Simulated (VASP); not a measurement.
# Hf (P6_3/mmc) in VASP: notebook

Hf is run at these levels: r2SCAN; tasks: single point.

Program: VASP 6.6.1. These are calculated values, not measurements. Logs are shortened: lines on timing, memory, paths and dates and some standing lists are left out, and cuts for length are marked.

### 1 The cell of the first run

It takes space group P6_3/mmc (No. 194, hexagonal). The conventional cell has a = 3.199 Å, b = 3.199 Å, c = 5.051 Å, α = 90.00°, β = 90.00°, γ = 120.00°. Within 4.1 Å of Hf (site symmetry -6m2) lie 12 Hf at 3.13 to 3.20 Å.

### 2 Single point, r2SCAN

Input file POSCAR:

```
Hf
1.0
    3.1987335297      0.0000000000      0.0000000000
   -1.5993667648      2.7701844966      0.0000000000
    0.0000000000      0.0000000000      5.0505021987
Hf
2
Direct
    0.3333333333      0.6666666667      0.2500000000
    0.6666666667      0.3333333333      0.7500000000
```

Input file INCAR.step1:

```
SYSTEM = Hf
PREC     = Accurate       ! precision mode
ENCUT    = 520            ! plane-wave cutoff, eV
ISMEAR   = -1             ! smearing method
SIGMA    = 0.1            ! smearing width, eV
LREAL    = .FALSE.        ! projectors in reciprocal space
LASPH    = .TRUE.         ! aspherical terms in the spheres
NELM     = 60             ! most SCF steps
NBANDS   = 17             ! bands
GGA      = PE             ! functional
ALGO     = Normal         ! electronic algorithm
EDIFF    = 1E-4           ! SCF threshold, eV
LWAVE    = .TRUE.         ! write WAVECAR
LCHARG   = .FALSE.        ! write CHGCAR
```

Input file INCAR.step2:

```
SYSTEM = Hf
PREC     = Accurate       ! precision mode
ENCUT    = 520            ! plane-wave cutoff, eV
EDIFF    = 1E-6           ! SCF threshold, eV
ISMEAR   = -1             ! smearing method
SIGMA    = 0.1            ! smearing width, eV
LREAL    = .FALSE.        ! projectors in reciprocal space
LASPH    = .TRUE.         ! aspherical terms in the spheres
NELM     = 60             ! most SCF steps
ALGO     = Normal         ! electronic algorithm
ISIF     = 2              ! what is computed and relaxed
LWAVE    = .FALSE.        ! write WAVECAR
LCHARG   = .TRUE.         ! write CHGCAR
METAGGA  = R2SCAN         ! meta-GGA
LMIXTAU  = .TRUE.       
LELF     = .TRUE.         ! ELF
LVHAR    = .TRUE.       
NBANDS   = 17             ! bands
ISTART   = 1
```

Input file KPOINTS:

```
Automatic mesh
0
G
  7 7 4
  0 0 0
```

Potentials or basis: VASP PAW PBE potentials, release 64 (Hf_pv).

Run with:

```
> cat potpaw_PBE.64/Hf_pv/POTCAR > POTCAR
> cp INCAR.step1 INCAR
> mpirun -np 1 vasp_std > vasp.out
> cp INCAR.step2 INCAR
> mpirun -np 1 vasp_std > vasp.out
```

OUTCAR:

```text
SYSTEM = Hf
   PREC = Accurate
   ENCUT = 520
   EDIFF = 1E-6
   ISMEAR = -1
   LREAL = .FALSE.
   LASPH = .TRUE.
   NELM = 60
   ISIF = 2
   METAGGA = R2SCAN
   ISTART = 1

 ion  position               nearest neighbor table
   1  0.333  0.667  0.250-   2 3.13   2 3.13   2 3.13   2 3.13   2 3.13   2 3.13
   2  0.667  0.333  0.750-   1 3.13   1 3.13   1 3.13   1 3.13   1 3.13   1 3.13

  LATTYP: Found a hexagonal cell.
 ALAT       =     3.1987335297
 C/A-ratio  =     1.5789068242

  Lattice vectors:

 A1 = (   3.1987335297,   0.0000000000,   0.0000000000)
 A2 = (  -1.5993667648,   2.7701844966,   0.0000000000)
 A3 = (   0.0000000000,   0.0000000000,   5.0505021987)

Analysis of symmetry for initial positions (statically):
=====================================================================
 Subroutine PRICEL returns:
 Original cell was already a primitive cell.

 Routine SETGRP: Setting up the symmetry group for a
 hexagonal supercell.

 Subroutine GETGRP returns: Found 24 space group operations
 (whereof 12 operations were pure point group operations)
 out of a pool of 24 trial point group operations.

The static configuration has the point symmetry D_3d.
 The point group associated with its full space group is D_6h.

Analysis of symmetry for dynamics (positions and initial velocities):
=====================================================================
 Subroutine PRICEL returns:
 Original cell was already a primitive cell.

 Routine SETGRP: Setting up the symmetry group for a
 hexagonal supercell.

 Subroutine GETGRP returns: Found 24 space group operations
 (whereof 12 operations were pure point group operations)
 out of a pool of 24 trial point group operations.

The dynamic configuration has the point symmetry D_3d.
 The point group associated with its full space group is D_6h.

 Subroutine INISYM returns: Found 24 space group operations
 (whereof 12 operations are pure point group operations),
 and found     1 'primitive' translations

----------------------------------------------------------------------------------------

                                     Primitive cell

  volume of cell :      44.7529

  direct lattice vectors                    reciprocal lattice vectors
     3.198733530  0.000000000  0.000000000     0.312623728  0.180493393  0.000000000
    -1.599366765  2.770184497  0.000000000     0.000000000  0.360986787  0.000000000
     0.000000000  0.000000000  5.050502199     0.000000000  0.000000000  0.198000112

  length of vectors
     3.198733530  3.198733530  5.050502199     0.360986787  0.360986787  0.198000112

  position of ions in fractional coordinates (direct lattice)
     0.333333333  0.666666667  0.250000000
     0.666666667  0.333333333  0.750000000

  ion indices of the primitive-cell ions
   primitive index   ion index
                 1           1
                 2           2

----------------------------------------------------------------------------------------

 KPOINTS: Automatic mesh

Automatic generation of k-mesh.
 Grid dimensions read from file:
 generate k-points for:    7    7    4

 Generating k-lattice:

  Cartesian coordinates                     Fractional coordinates (reciprocal lattice)
     0.044660533  0.025784770  0.000000000     0.142857143  0.000000000  0.000000000
     0.000000000  0.051569541  0.000000000     0.000000000  0.142857143  0.000000000
     0.000000000  0.000000000  0.049500028     0.000000000  0.000000000  0.250000000

  Length of vectors
     0.051569541  0.051569541  0.049500028

  Shift w.r.t. Gamma in fractional coordinates (k-lattice)
     0.000000000  0.000000000  0.000000000

 Subroutine IBZKPT returns following result:
 ===========================================

 Found     24 irreducible k-points:

 Following reciprocal coordinates:
            Coordinates               Weight
  0.000000  0.000000  0.000000      1.000000
  0.142857 -0.000000  0.000000      6.000000
  0.285714  0.000000  0.000000      6.000000
  0.428571  0.000000  0.000000      6.000000
  0.142857  0.142857  0.000000      6.000000
  0.285714  0.142857  0.000000     12.000000
[... 16 lines left out ...]
  0.428571  0.142857  0.500000      6.000000
  0.285714  0.285714  0.500000      6.000000
   k-points           NKPTS =     24   k-points in BZ     NKDIM =     24   number of bands    NBANDS=     17
   number of dos      NEDOS =    301   number of ions     NIONS =      2
   total plane-waves  NPLWV =  23040
   dimension x,y,z NGX =    24 NGY =   24 NGZ =   40
   dimension x,y,z NGXF=    48 NGYF=   48 NGZF=   80
   ions per type =               2
   NGX,Y,Z   is equivalent  to a cutoff of  12.47, 12.47, 13.17 a.u.
   NGXF,Y,Z  is equivalent  to a cutoff of  24.95, 24.95, 26.33 a.u.
 SYSTEM =  Hf
   PREC   = accura    normal or accurate (medium, high low for compatibility)
   ISTART =      1    job   : 0-new  1-cont  2-samecut
   ICHARG =      0    charge: 1-file 2-atom 10-const
   ISPIN  =      1    spin polarized calculation?
   LNONCOLLINEAR =      F non collinear calculations
   LSORBIT =      F    spin-orbit coupling
   LASPH  =      T    aspherical Exc in radial PAW
   ENCUT  =  520.0 eV  38.22 Ry    6.18 a.u.   5.95  5.95  9.39*2*pi/ulx,y,z
   NELM   =     60;   NELMIN=  2; NELMDL=  0     # of ELM steps
   EDIFF  = 0.1E-05   stopping-criterion for ELM
   LREAL  =      F    real-space projection
   EDIFFG = 0.1E-04   stopping-criterion for IOM
   NSW    =      0    number of steps for IOM
   IBRION =     -1    ionic relax: 0-MD 1-quasi-New 2-CG
   NFREE  =      0    steps in history (QN), initial steepest desc. (CG)
   ISIF   =      2    stress and relaxation
   ISYM   =      2    0-nonsym 1-usesym 2-fastsym
   POTIM  = 0.5000    time-step for ionic-motion
   TEBEG  =    0.0;   TEEND  =   0.0 temperature during run
   PSTRESS=    0.0 pullay stress
   NELECT =      20.0000    total number of electrons
   NUPDOWN=      -1.0000    fix difference up-down
   EMIN   =  10.00;   EMAX   =-10.00  energy-range for DOS
   EFERMI =   0.00;   METHOD = LEGACY
   ISMEAR =    -1;   SIGMA  =   0.10  broadening in eV -4-tet -1-fermi 0-gaus
   EFERMI_NEDOS =   21; number of points for ismear=-14 and -15
   IALGO  =     38    algorithm
   IMIX   =      4    mixing-type and parameters
     AMIX     =   0.40;   BMIX     =  1.00
     AMIX_MAG =   1.60;   BMIX_MAG =  1.00
  volume/ion in A,a.u.               =      22.38       151.00
  Fermi-wavevector in a.u.,A,eV,Ry     =   1.251635  2.365247 21.314756  1.566590
  Thomas-Fermi vector in A             =   2.385573
   LORBIT       =      0    0 simple, 1 ext, 2 COOP (PROOUT), +10 PAW based schemes
   METAGGA = R2SCAN    functional components
   LHFCALC =     F    Hartree Fock is set to
   AEXX    =    0.0000 exact exchange contribution
   IVDW    =     0    specifies the selected vdW correction
   LEPSILON=     F    determine dielectric tensor
   LRPA    =     F    only Hartree local field effects (RPA)
 non-spin polarized calculation
  energy-cutoff  :      520.00
  volume of cell :       44.75
 maximum number of plane-waves:      1222
 NGX is ok and might be reduce to    24
   NGX = 11   NGY = 11   NGZ = 19

 number of electron      20.0000004 magnetization

 Free energy of the ion-electron system (eV)
  ---------------------------------------------------
  ext. energy  EPLUGINS =         0.00000000
  ---------------------------------------------------
  free energy    TOTEN  =       -90.32720223 eV

  energy without entropy =      -90.28121931  energy(sigma->0) =      -90.30421077

 E-fermi :   4.8421     XC(G=0): -12.1521

 val. band max:        4.8349017527   @ k =   0.2857   0.2857   0.2500
 cond. band min:       4.9964242266   @ k =   0.0000   0.0000   0.5000
 fundamental gap:      0.1615224739
 Fermi energy:         4.8420894704

 k-point     1 :       0.0000    0.0000    0.0000
  band No.  band energies     occupation
      1     -27.4116      2.00000
      2     -26.6545      2.00000
      3     -26.6545      2.00000
      4     -26.5245      2.00000
      5     -26.5245      2.00000
      6     -26.5144      2.00000
[... 9 lines left out ...]
     16       7.7465      0.00000
     17      10.4898      0.00000

 k-point     2 :       0.1429   -0.0000    0.0000
  band No.  band energies     occupation
      1     -27.3579      2.00000
      2     -26.7649      2.00000
      3     -26.6910      2.00000
      4     -26.6393      2.00000
      5     -26.5394      2.00000
      6     -26.5393      2.00000
[... 9 lines left out ...]
     16       7.5922      0.00000
     17      10.8998      0.00000

 k-point     3 :       0.2857    0.0000    0.0000
  band No.  band energies     occupation
      1     -27.2184      2.00000
      2     -27.0138      2.00000
      3     -26.8812      2.00000
      4     -26.7677      2.00000
      5     -26.6141      2.00000
      6     -26.5769      2.00000
[... 9 lines left out ...]
     16       9.1149      0.00000
     17      11.4187      0.00000

 k-point     4 :       0.4286    0.0000    0.0000
  band No.  band energies     occupation
      1     -27.2124      2.00000
      2     -27.0631      2.00000
      3     -27.0622      2.00000
      4     -26.8260      2.00000
      5     -26.7170      2.00000
      6     -26.6094      2.00000
[... 9 lines left out ...]
     16      10.9705      0.00000
     17      11.6421      0.00000
[... 343 lines left out ...]
      1     -27.2156      2.00000
      2     -27.2156      2.00000
      3     -26.8078      2.00000
      4     -26.8078      2.00000
      5     -26.6753      2.00000
      6     -26.6753      2.00000
[... 9 lines left out ...]
     16      10.4315      0.00000
     17      11.2740      0.00000

 k-point    23 :       0.4286    0.1429    0.5000
  band No.  band energies     occupation
      1     -27.2799      2.00000
      2     -27.2799      2.00000
      3     -26.8451      2.00000
      4     -26.8451      2.00000
      5     -26.6745      2.00000
      6     -26.6745      2.00000
[... 9 lines left out ...]
     16      10.7017      0.00000
     17      12.2776      0.00000

 k-point    24 :       0.2857    0.2857    0.5000
  band No.  band energies     occupation
      1     -27.2223      2.00000
      2     -27.2223      2.00000
      3     -26.9467      2.00000
      4     -26.9467      2.00000
      5     -26.6595      2.00000
      6     -26.6595      2.00000
[... 9 lines left out ...]
     16      10.4857      0.00000
     17      12.9749      0.00000

------------------------ aborting loop because EDIFF is reached ----------------------------------------

  FORCE on cell =-STRESS in cart. coord.  units (eV):
  Direction    XX          YY          ZZ          XY          YZ          ZX
  --------------------------------------------------------------------------------------
  -------------------------------------------------------------------------------------
  Total       -0.2421203     -0.2421203     -0.0396517     -0.0000000      0.0000000      0.0000000
  in kB       -8.6680298     -8.6680298     -1.4195511     -0.0000000      0.0000000      0.0000000
  external PRESSURE =      -6.2518703 kB  Pullay stress =       0.0000000 kB

 VOLUME and BASIS-vectors are now :
 -----------------------------------------------------------------------------
  energy-cutoff  :      520.00
  volume of cell :       44.75
      direct lattice vectors                 reciprocal lattice vectors
     3.198733530  0.000000000  0.000000000     0.312623728  0.180493393  0.000000000
    -1.599366765  2.770184497  0.000000000     0.000000000  0.360986787  0.000000000
     0.000000000  0.000000000  5.050502199     0.000000000  0.000000000  0.198000112

 POSITION                                       TOTAL-FORCE (eV/Angst)
 -----------------------------------------------------------------------------------
     -0.00000      1.84679      1.26263         0.000000      0.000000      0.000000
      1.59937      0.92339      3.78788        -0.000000      0.000000      0.000000
 -----------------------------------------------------------------------------------
    total drift:                               -0.000000      0.000000     -0.000000

  FREE ENERGIE OF THE ION-ELECTRON SYSTEM (eV)
  ---------------------------------------------------
  free  energy   TOTEN  =       -90.3272022270 eV

  energy  without entropy=      -90.2812193055  energy(sigma->0) =      -90.30421077
```

It took 1.9 min on 1 thread of AMD EPYC 7R43 (Zen 3), shared host; peak memory 0.14 GiB.

Results:

- Free energy: -90.3272 eV
- Pressure: -0.6 GPa
- Band gap on the k mesh: zero (band 10 reaches 6.16 eV, above the bottom of band 11 at 4.50 eV)

Levels at points of the mesh, in eV from the Fermi level:
```csv
k point,band 6,band 7,band 8,band 9,band 10,band 11,band 12,band 13,band 14,band 15
"(0.00, 0.00, 0.00)",-31.36,-7.76,-3.85,0.41,1.31,1.31,1.64,2.19,2.19,2.90
"(0.00, 0.00, 0.50)",-31.43,-5.70,-5.70,0.15,0.15,1.21,1.21,1.21,1.21,5.12
```

Caveat: the PAW data sets were made with another functional, which shifts forces and pressure a little; spin-orbit coupling is left out, which moves the levels of the heavy elements.

### 3 Single point, r2SCAN

POSCAR is that of step 2.

Input file INCAR.step1:

```
SYSTEM = Hf
ALGO = Normal
EDIFF = 1E-4
ENCUT = 520
GGA = PE
ISMEAR = -1
LASPH = .TRUE.
LCHARG = .FALSE.
LREAL = .FALSE.
LWAVE = .TRUE.
NBANDS = 17
NELM = 60
PREC = Accurate
SIGMA = 0.1
```

Input file INCAR.step2:

```
SYSTEM = Hf
ALGO = Normal
EDIFF = 1E-6
ENCUT = 520
ISIF = 2
ISMEAR = -1
ISTART = 1
LASPH = .TRUE.
LCHARG = .FALSE.
LMIXTAU = .TRUE.
LREAL = .FALSE.
LWAVE = .FALSE.
METAGGA = R2SCAN
NBANDS = 17
NELM = 60
PREC = Accurate
SIGMA = 0.1
```

Input file KPOINTS:

```
k-points
0
G
  9 9 5
  0 0 0
```

Potentials or basis: VASP PAW PBE potentials, release 64 (Hf_pv).

Run with:

```
> cat potpaw_PBE.64/Hf_pv/POTCAR > POTCAR
> cp INCAR.step1 INCAR
> mpirun -np 1 vasp_std > vasp.out
> cp INCAR.step2 INCAR
> mpirun -np 1 vasp_std > vasp.out
```

Run time: 2.5 min. Hardware: 1 thread of AMD EPYC 7R43 (Zen 3), shared host; peak memory 0.14 GiB.

The run converged. Its results:

* Free energy: -90.3255 eV
* Pressure: -0.7 GPa
* Band gap on the k mesh: zero (band 10 reaches 6.16 eV, above the bottom of band 11 at 4.42 eV)

Stress tensor (GPa, compression positive):
```
-0.54  0.00  0.00
 0.00 -0.54  0.00
 0.00  0.00 -0.99
```

Levels at points of the mesh, in eV from the Fermi level:
| k point | band 8 | band 9 | band 10 | band 11 | band 12 | band 13 |
| --- | --- | --- | --- | --- | --- | --- |
| (0.00, 0.00, 0.00) | -3.82 | 0.44 | 1.35 | 1.35 | 1.67 | 2.23 |

Caveat: the PAW data sets were made with another functional, which shifts forces and pressure a little; spin-orbit coupling is left out, which moves the levels of the heavy elements.
